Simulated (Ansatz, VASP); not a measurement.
## One calculation of TiSi2, two programs

```
Ti Si
1.0
     0.00000    4.09036    4.23290
     2.37048    0.00000    4.23290
     2.37048    4.09036    0.00000
Ti Si
2 4
Direct
  0.75000 0.75000 0.75000
  0.50000 0.50000 0.50000
  0.08300 0.41700 0.08300
  0.41700 0.08300 0.41700
  0.16700 0.83300 0.16700
  0.83300 0.16700 0.83300
```

Change from the starting cell: volume scaled by 0.98, crystal datasets.

Alike in both runs: task electric field gradients; functional PBE; k mesh 8 × 8 × 8; occupations fermi-dirac, width 0.08 eV; no spin polarisation.

|  | VASP | Ansatz |
| --- | --- | --- |
| version | VASP 6.6.1 | Ansatz 0.2.0 |
| potentials or method | VASP PAW PBE potentials, release 64 (Ti_sv, Si), cutoff 520 eV | all-electron PAW with datasets made for the crystal, scalar-relativistic |

|  | VASP | Ansatz | Ansatz less VASP |
| --- | --- | --- | --- |
| pressure (GPa) | 5.5 | 5.5 | +0.05 |
| traceless stress, the component that is largest in VASP (GPa) | -0.87 | -0.88 | -0.011 |
| rms of the force components (eV/Å) | 0.099 | 0.098 | -0.0003 |
| size of Vzz on the site where it differs most (V/Å²) | 10.3 | 11.2 | +0.88 |

Atom by atom the forces differ by 0.000 eV/Å (rms over components). Ansatz ran all-electron here, and VASP with PAW potentials.
